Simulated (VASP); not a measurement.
# CdF2 (Fm-3m) in VASP: a series of runs

The runs below take CdF2 through single point, with r2SCAN.

Program: VASP 6.6.1. These are calculated values, not measurements. Logs are shortened: lines on timing, memory, paths and dates and some standing lists are left out, and cuts for length are marked.

### 1 The cell of the first run

Symmetry: Fm-3m, No. 225, cubic system. Conventional cell: a = 5.355 Å, b = 5.355 Å, c = 5.355 Å, α = 90.00°, β = 90.00°, γ = 90.00°. Cd (site symmetry m-3m) has 8 F at 2.32 Å within 3.1 Å. F (site symmetry -43m) has 4 Cd at 2.32 Å and 6 F at 2.68 Å within 3.1 Å.

### 2 Single point, r2SCAN

File POSCAR:

```
CdF2
1.0
    0.0000000000      2.6775043400      2.6775043400
    2.6775043400      0.0000000000      2.6775043400
    2.6775043400      2.6775043400      0.0000000000
Cd F
1 2
Direct
    0.0000000000      0.0000000000      0.0000000000
    0.2500000000      0.2500000000      0.2500000000
    0.7500000000      0.7500000000      0.7500000000
```

File INCAR.step1:

```
PREC = Accurate
ENCUT = 520
ISMEAR = -1
SIGMA = 0.02
LREAL = F
LASPH = T
NELM = 80
NBANDS = 20
GGA = PE
ALGO = Normal
EDIFF = 1E-4
LWAVE = T
LCHARG = F
```

File INCAR.step2:

```
PREC = Accurate
ENCUT = 520
EDIFF = 1E-6
ISMEAR = -1
SIGMA = 0.02
LREAL = F
LASPH = T
NELM = 80
ALGO = Normal
ISIF = 2
LWAVE = F
LCHARG = T
METAGGA = R2SCAN
LMIXTAU = T
LELF = T
LVHAR = T
NBANDS = 20
ISTART = 1
```

File KPOINTS:

```
Automatic mesh
0
Gamma
  10 10 10
```

Potentials or basis: VASP PAW PBE potentials, release 64 (Cd, F).

The run is started by

```console
$ cat potpaw_PBE.64/Cd/POTCAR potpaw_PBE.64/F/POTCAR > POTCAR
$ cp INCAR.step1 INCAR
$ mpirun -np 1 vasp_std > vasp.out
$ cp INCAR.step2 INCAR
$ mpirun -np 1 vasp_std > vasp.out
```

OUTCAR:

```text
PREC = Accurate
   ENCUT = 520
   EDIFF = 1E-6
   ISMEAR = -1
   LREAL = F
   LASPH = T
   NELM = 80
   ISIF = 2
   METAGGA = R2SCAN
   ISTART = 1

 ion  position               nearest neighbor table
   1  0.000  0.000  0.000-   3 2.32   3 2.32   3 2.32   2 2.32   2 2.32   2 2.32   3 2.32   2 2.32

   2  0.250  0.250  0.250-   1 2.32   1 2.32   1 2.32   1 2.32
   3  0.750  0.750  0.750-   1 2.32   1 2.32   1 2.32   1 2.32

  LATTYP: Found a face centered cubic cell.
 ALAT       =     5.3550086800

  Lattice vectors:

 A1 = (   0.0000000000,   2.6775043400,   2.6775043400)
 A2 = (   2.6775043400,   0.0000000000,   2.6775043400)
 A3 = (   2.6775043400,   2.6775043400,   0.0000000000)

Analysis of symmetry for initial positions (statically):
=====================================================================
 Subroutine PRICEL returns:
 Original cell was already a primitive cell.

 Routine SETGRP: Setting up the symmetry group for a
 face centered cubic supercell.

 Subroutine GETGRP returns: Found 48 space group operations
 (whereof 48 operations were pure point group operations)
 out of a pool of 48 trial point group operations.

The static configuration has the point symmetry O_h .

Analysis of symmetry for dynamics (positions and initial velocities):
=====================================================================
 Subroutine PRICEL returns:
 Original cell was already a primitive cell.

 Routine SETGRP: Setting up the symmetry group for a
 face centered cubic supercell.

 Subroutine GETGRP returns: Found 48 space group operations
 (whereof 48 operations were pure point group operations)
 out of a pool of 48 trial point group operations.

The dynamic configuration has the point symmetry O_h .

 Subroutine INISYM returns: Found 48 space group operations
 (whereof 48 operations are pure point group operations),
 and found     1 'primitive' translations

----------------------------------------------------------------------------------------

                                     Primitive cell

  volume of cell :      38.3902

  direct lattice vectors                    reciprocal lattice vectors
     0.000000000  2.677504340  2.677504340    -0.186741061  0.186741061  0.186741061
     2.677504340  0.000000000  2.677504340     0.186741061 -0.186741061  0.186741061
     2.677504340  2.677504340  0.000000000     0.186741061  0.186741061 -0.186741061

  length of vectors
     3.786562951  3.786562951  3.786562951     0.323445005  0.323445005  0.323445005

  position of ions in fractional coordinates (direct lattice)
     0.000000000  0.000000000  0.000000000
     0.250000000  0.250000000  0.250000000
     0.750000000  0.750000000  0.750000000

  ion indices of the primitive-cell ions
   primitive index   ion index
                 1           1
                 2           2
                 3           3

----------------------------------------------------------------------------------------

 KPOINTS: Automatic mesh

Automatic generation of k-mesh.
 Grid dimensions read from file:
 generate k-points for:   10   10   10

 Generating k-lattice:

  Cartesian coordinates                     Fractional coordinates (reciprocal lattice)
    -0.018674106  0.018674106  0.018674106     0.100000000  0.000000000  0.000000000
     0.018674106 -0.018674106  0.018674106     0.000000000  0.100000000  0.000000000
     0.018674106  0.018674106 -0.018674106     0.000000000  0.000000000  0.100000000

  Length of vectors
     0.032344500  0.032344500  0.032344500

  Shift w.r.t. Gamma in fractional coordinates (k-lattice)
     0.000000000  0.000000000  0.000000000

 Subroutine IBZKPT returns following result:
 ===========================================

 Found     47 irreducible k-points:

 Following reciprocal coordinates:
            Coordinates               Weight
  0.000000  0.000000  0.000000      1.000000
  0.100000  0.000000  0.000000      8.000000
  0.200000  0.000000  0.000000      8.000000
  0.300000  0.000000  0.000000      8.000000
  0.400000  0.000000  0.000000      8.000000
  0.500000  0.000000  0.000000      4.000000
[... 16 lines left out ...]
  0.300000  0.300000  0.000000      6.000000
  0.400000  0.300000  0.000000     24.000000
 [... further k-points ...]
   k-points           NKPTS =     47   k-points in BZ     NKDIM =     47   number of bands    NBANDS=     20
   number of dos      NEDOS =    301   number of ions     NIONS =      3
   total plane-waves  NPLWV =  21952
   dimension x,y,z NGX =    28 NGY =   28 NGZ =   28
   dimension x,y,z NGXF=    56 NGYF=   56 NGZF=   56
   ions per type =               1   2
   NGX,Y,Z   is equivalent  to a cutoff of  12.29, 12.29, 12.29 a.u.
   NGXF,Y,Z  is equivalent  to a cutoff of  24.59, 24.59, 24.59 a.u.
 SYSTEM =  unknown system
   PREC   = accura    normal or accurate (medium, high low for compatibility)
   ISTART =      1    job   : 0-new  1-cont  2-samecut
[... 76 lines left out ...]
      2     -22.6840      2.00000
      3      -7.3768      2.00000
      4      -7.3768      2.00000
      5      -7.3041      2.00000
      6      -6.1069      2.00000
[... 12 lines left out ...]
     19      18.9965      0.00000
     20      18.9965      0.00000

 k-point     3 :       0.2000    0.0000    0.0000
  band No.  band energies     occupation
      1     -23.6498      2.00000
      2     -22.7660      2.00000
      3      -7.2711      2.00000
      4      -7.2711      2.00000
      5      -6.9842      2.00000
      6      -6.1304      2.00000
[... 12 lines left out ...]
     19      18.4337      0.00000
     20      18.4623      0.00000

 k-point     4 :       0.3000    0.0000    0.0000
  band No.  band energies     occupation
      1     -23.5172      2.00000
      2     -22.8869      2.00000
      3      -7.1513      2.00000
      4      -7.1512      2.00000
      5      -6.5236      2.00000
      6      -6.1200      2.00000
[... 12 lines left out ...]
     19      17.9006      0.00000
     20      18.6756      0.00000

 k-point     5 :       0.4000    0.0000    0.0000
  band No.  band energies     occupation
      1     -23.3618      2.00000
      2     -23.0305      2.00000
      3      -7.0731      2.00000
      4      -7.0730      2.00000
      5      -6.0606      2.00000
      6      -6.0606      2.00000
[... 12 lines left out ...]
     19      17.5180      0.00000
     20      18.2060      0.00000

 k-point     6 :       0.5000    0.0000    0.0000
  band No.  band energies     occupation
      1     -23.2310      2.00000
      2     -23.1571      2.00000
      3      -7.0497      2.00000
      4      -7.0496      2.00000
      5      -6.0207      2.00000
      6      -6.0206      2.00000
[... 12 lines left out ...]
     19      17.3702      0.00000
     20      17.9602      0.00000

 k-point     7 :       0.1000    0.1000    0.0000
  band No.  band energies     occupation
      1     -23.7302      2.00000
      2     -22.6930      2.00000
      3      -7.3593      2.00000
      4      -7.3593      2.00000
      5      -7.2715      2.00000
      6      -6.1490      2.00000
[... 12 lines left out ...]
     19      18.6455      0.00000
     20      19.3808      0.00000
[... 277 lines left out ...]
 k-point    20 :      -0.4000    0.2000    0.0000
  band No.  band energies     occupation
      1     -23.2267      2.00000
      2     -23.1436      2.00000
      3      -6.9709      2.00000
      4      -6.8381      2.00000
      5      -6.1517      2.00000
      6      -6.1084      2.00000
[... 12 lines left out ...]
     19      17.8905      0.00000
     20      21.2152      0.00000

 k-point    21 :      -0.3000    0.2000    0.0000
  band No.  band energies     occupation
      1     -23.3564      2.00000
      2     -23.0239      2.00000
      3      -7.0225      2.00000
      4      -6.8921      2.00000
      5      -6.2640      2.00000
      6      -6.1432      2.00000
[... 12 lines left out ...]
     19      17.3274      0.00000
     20      21.2644      0.00000

 k-point    22 :      -0.2000    0.2000    0.0000
  band No.  band energies     occupation
      1     -23.4832      2.00000
      2     -22.9118      2.00000
      3      -7.1057      2.00000
      4      -7.0339      2.00000
      5      -6.4464      2.00000
      6      -6.2713      2.00000
[... 12 lines left out ...]
     19      17.2964      0.00000
     20      20.9726      0.00000

 k-point    23 :       0.3000    0.3000    0.0000
  band No.  band energies     occupation
      1     -23.4732      2.00000
      2     -22.9088      2.00000
      3      -6.9032      2.00000
      4      -6.9032      2.00000
      5      -6.6890      2.00000
      6      -6.3771      2.00000
[... 12 lines left out ...]
     19      20.1715      0.00000
     20      20.3140      0.00000

 k-point    24 :       0.4000    0.3000    0.0000
  band No.  band energies     occupation
      1     -23.3917      2.00000
      2     -22.9756      2.00000
      3      -6.8943      2.00000
      4      -6.7527      2.00000
      5      -6.6664      2.00000
      6      -6.1214      2.00000
[... 12 lines left out ...]
     19      20.0262      0.00000
     20      20.2152      0.00000

 [... further k-points ...]
[... 5 lines left out ...]
  --------------------------------------------------------------------------------------
  -------------------------------------------------------------------------------------
  Total        0.7935257      0.7935257      0.7935257      0.0000000      0.0000000      0.0000000
  in kB       33.1170014     33.1170014     33.1170014      0.0000000      0.0000000      0.0000000
  external PRESSURE =      33.1170014 kB  Pullay stress =       0.0000000 kB

 VOLUME and BASIS-vectors are now :
 -----------------------------------------------------------------------------
  energy-cutoff  :      520.00
  volume of cell :       38.39
      direct lattice vectors                 reciprocal lattice vectors
     0.000000000  2.677504340  2.677504340    -0.186741061  0.186741061  0.186741061
     2.677504340  0.000000000  2.677504340     0.186741061 -0.186741061  0.186741061
     2.677504340  2.677504340  0.000000000     0.186741061  0.186741061 -0.186741061

 POSITION                                       TOTAL-FORCE (eV/Angst)
 -----------------------------------------------------------------------------------
      0.00000      0.00000      0.00000        -0.000000     -0.000000      0.000000
      1.33875      1.33875      1.33875         0.000000      0.000000      0.000000
      4.01626      4.01626      4.01626        -0.000000     -0.000000     -0.000000
 -----------------------------------------------------------------------------------
    total drift:                                0.000000      0.000000      0.000000

  FREE ENERGIE OF THE ION-ELECTRON SYSTEM (eV)
  ---------------------------------------------------
  free  energy   TOTEN  =       -33.7082063704 eV

  energy  without entropy=      -33.7082063704  energy(sigma->0) =      -33.70820637
```

It took 2 min on 1 thread of Intel Xeon 8259CL, shared host; peak memory 0.19 GiB.

What came out:

| Property | Result |
| --- | --- |
| Free energy | -33.7082 eV |
| Pressure | 3.3 GPa |
| Band gap on the k mesh | 3.83 eV (least direct gap 4.30 eV) |

Caveat: the cell stands under pressure; the PAW data sets were made with another functional, which shifts forces and pressure a little. A k mesh can miss the band edges.

### 3 Single point, r2SCAN

This run uses another cell than the first one, of 13.06 Å³/atom.

File POSCAR:

```
CdF2
1.0
    0.0000000000      2.6955961400      2.6955961400
    2.6955961400      0.0000000000      2.6955961400
    2.6955961400      2.6955961400      0.0000000000
Cd F
1 2
Direct
    0.0000000000      0.0000000000      0.0000000000
    0.2500000000      0.2500000000      0.2500000000
    0.7500000000      0.7500000000      0.7500000000
```

File INCAR.step1:

```
SYSTEM = CdF2
PREC = Accurate
ENCUT = 520
ISMEAR = -1
SIGMA = 0.02
LREAL = .False.
LASPH = .True.
NELM = 80
NBANDS = 20
GGA = PE
ALGO = Normal
EDIFF = 1E-4
LWAVE = .True.
LCHARG = .False.
```

File INCAR.step2:

```
SYSTEM = CdF2
PREC = Accurate
ENCUT = 520
EDIFF = 1E-7
ISMEAR = -1
SIGMA = 0.02
LREAL = .False.
LASPH = .True.
NELM = 80
ALGO = Normal
ISIF = 2
LWAVE = .False.
LCHARG = .True.
METAGGA = R2SCAN
LMIXTAU = .True.
LELF = .True.
LVHAR = .True.
NBANDS = 20
ISTART = 1
```

File KPOINTS:

```
regular mesh
0
Gamma
  10 10 10
  0 0 0
```

Potentials or basis: VASP PAW PBE potentials, release 64 (Cd, F).

The run is started by

```console
$ cat potpaw_PBE.64/Cd/POTCAR potpaw_PBE.64/F/POTCAR > POTCAR
$ cp INCAR.step1 INCAR
$ mpirun -np 1 vasp_std > vasp.out
$ cp INCAR.step2 INCAR
$ mpirun -np 1 vasp_std > vasp.out
```

Wall time 2.6 min (1 thread of Intel Xeon 8259CL, shared host); peak memory 0.19 GiB.

The run converged. Its results:

```
Free energy            : -33.7198 eV
Pressure               : 0.8 GPa
Band gap on the k mesh : 3.75 eV (least direct gap 4.25 eV)
```

Levels at points of the mesh, in eV from the valence-band top:
```csv
k point,band 10,band 11,band 12,band 13,band 14,band 15,band 16,band 17
"(0.00, 0.00, 0.00)",-0.98,-0.50,-0.50,-0.50,3.75,13.61,13.61,13.61
"(0.50, 0.00, 0.00)",-1.84,-1.84,-0.40,-0.40,7.98,9.70,15.59,15.59
"(0.50, 0.50, 0.00)",-2.95,-0.50,-0.08,-0.08,8.87,10.54,12.19,15.29
```

Caveat: the PAW data sets were made with another functional, which shifts forces and pressure a little. A k mesh can miss the band edges.

### 4 Single point, r2SCAN

This run uses another cell than the first one, of 13.32 Å³/atom.

File POSCAR:

```
CdF2
1.0
    0.0000000000      2.7134482900      2.7134482900
    2.7134482900      0.0000000000      2.7134482900
    2.7134482900      2.7134482900      0.0000000000
Cd F
1 2
Direct
    0.0000000000      0.0000000000      0.0000000000
    0.2500000000      0.2500000000      0.2500000000
    0.7500000000      0.7500000000      0.7500000000
```

File INCAR.step1:

```
ALGO = Normal
EDIFF = 1E-4
ENCUT = 520
GGA = PE
ISMEAR = -1
LASPH = T
LCHARG = F
LREAL = F
LWAVE = T
NBANDS = 20
NELM = 60
PREC = Accurate
SIGMA = 0.02
```

File INCAR.step2:

```
ALGO = Normal
EDIFF = 1E-6
ENCUT = 520
ISIF = 2
ISMEAR = -1
ISTART = 1
LASPH = T
LCHARG = F
LMIXTAU = T
LREAL = F
LWAVE = F
METAGGA = R2SCAN
NBANDS = 20
NELM = 60
PREC = Accurate
SIGMA = 0.02
```

File KPOINTS:

```
k-points
0
Gamma
  10 10 10
```

The run is started by

```console
$ cat potpaw_PBE.64/Cd/POTCAR potpaw_PBE.64/F/POTCAR > POTCAR
$ cp INCAR.step1 INCAR
$ mpirun -np 1 vasp_std > vasp.out
$ cp INCAR.step2 INCAR
$ mpirun -np 1 vasp_std > vasp.out
```

Run time: 2.5 min. Hardware: 1 thread of Intel Xeon 8259CL, shared host; peak memory 0.19 GiB.

The run converged. Its results:

```
Free energy            : -33.7196 eV
Pressure               : -1.4 GPa
Band gap on the k mesh : 3.68 eV (least direct gap 4.20 eV)
```

Levels at points of the mesh, in eV from the valence-band top:
```csv
k point,band 11,band 12,band 13,band 14,band 15,band 16
"(0.00, 0.00, 0.00)",-0.52,-0.52,-0.52,3.68,13.51,13.51
"(0.50, 0.00, 0.00)",-1.76,-0.41,-0.41,7.82,9.63,15.40
"(0.50, 0.50, 0.00)",-0.46,-0.08,-0.08,8.70,10.43,12.14
```

Caveat: the PAW data sets were made with another functional, which shifts forces and pressure a little. A k mesh can miss the band edges.

### 5 Single point, r2SCAN

This run uses another cell than the first one, of 13.58 Å³/atom.

File POSCAR:

```
CdF2
1.0
    0.0000000000      2.7310685800      2.7310685800
    2.7310685800      0.0000000000      2.7310685800
    2.7310685800      2.7310685800      0.0000000000
Cd F
1 2
Direct
    0.0000000000      0.0000000000      0.0000000000
    0.2500000000      0.2500000000      0.2500000000
    0.7500000000      0.7500000000      0.7500000000
```

File INCAR.step1:

```
PREC = Accurate
ENCUT = 520
ISMEAR = -1
SIGMA = 0.02
LREAL = F
LASPH = T
NELM = 80
NBANDS = 20
GGA = PE
ALGO = Normal
EDIFF = 1E-4
LWAVE = T
LCHARG = F
```

File INCAR.step2:

```
PREC = Accurate
ENCUT = 520
EDIFF = 1E-6
ISMEAR = -1
SIGMA = 0.02
LREAL = F
LASPH = T
NELM = 80
ALGO = Normal
ISIF = 2
LWAVE = F
LCHARG = T
METAGGA = R2SCAN
LMIXTAU = T
LELF = T
LVHAR = T
NBANDS = 20
ISTART = 1
```

File KPOINTS:

```
Automatic mesh
0
Gamma
  10 10 10
```

The run is started by

```console
$ cat potpaw_PBE.64/Cd/POTCAR potpaw_PBE.64/F/POTCAR > POTCAR
$ cp INCAR.step1 INCAR
$ mpirun -np 1 vasp_std > vasp.out
$ cp INCAR.step2 INCAR
$ mpirun -np 1 vasp_std > vasp.out
```

Wall time 2.5 min (1 thread of Intel Xeon 8259CL, shared host); peak memory 0.19 GiB.

It converged, with:

| Property | Result |
| --- | --- |
| Free energy | -33.7093 eV |
| Pressure | -3.4 GPa |
| Band gap on the k mesh | 3.61 eV (least direct gap 4.16 eV) |

Levels at points of the mesh, in eV from the valence-band top:
| k point | band 10 | band 11 | band 12 | band 13 | band 14 | band 15 | band 16 | band 17 |
| --- | --- | --- | --- | --- | --- | --- | --- | --- |
| (0.00, 0.00, 0.00) | -0.88 | -0.55 | -0.55 | -0.55 | 3.61 | 13.41 | 13.41 | 13.41 |
| (0.50, 0.00, 0.00) | -1.69 | -1.69 | -0.42 | -0.42 | 7.67 | 9.56 | 15.22 | 15.22 |
| (0.50, 0.50, 0.00) | -2.75 | -0.43 | -0.08 | -0.08 | 8.53 | 10.31 | 12.09 | 14.92 |

Caveat: the cell stands under tension; the PAW data sets were made with another functional, which shifts forces and pressure a little. A k mesh can miss the band edges.

### 6 The runs side by side

| cell | gap on the mesh (eV) | pressure (GPa) |
| --- | --- | --- |
| a = 3.787 Å, angles 60.0°, 3 atoms | 3.83 | 3.3 |
| a = 3.812 Å, angles 60.0°, 3 atoms | 3.75 | 0.8 |
| a = 3.837 Å, angles 60.0°, 3 atoms | 3.68 | -1.4 |
| a = 3.862 Å, angles 60.0°, 3 atoms | 3.61 | -3.4 |

Alike in all rows: task single point; level r2SCAN; potentials or basis VASP PAW PBE potentials, release 64 (Cd, F); no spin polarisation; k mesh 10 × 10 × 10; cutoff (eV) 520; smearing fermi-dirac 0.02 eV.

Caveats: the PAW data sets were made with another functional, which shifts forces and pressure a little; the cell stands under pressure (at least some runs); the cell stands under tension (at least some runs).

Total energies depend on the potentials used, so only differences within one code and one set of settings carry meaning.
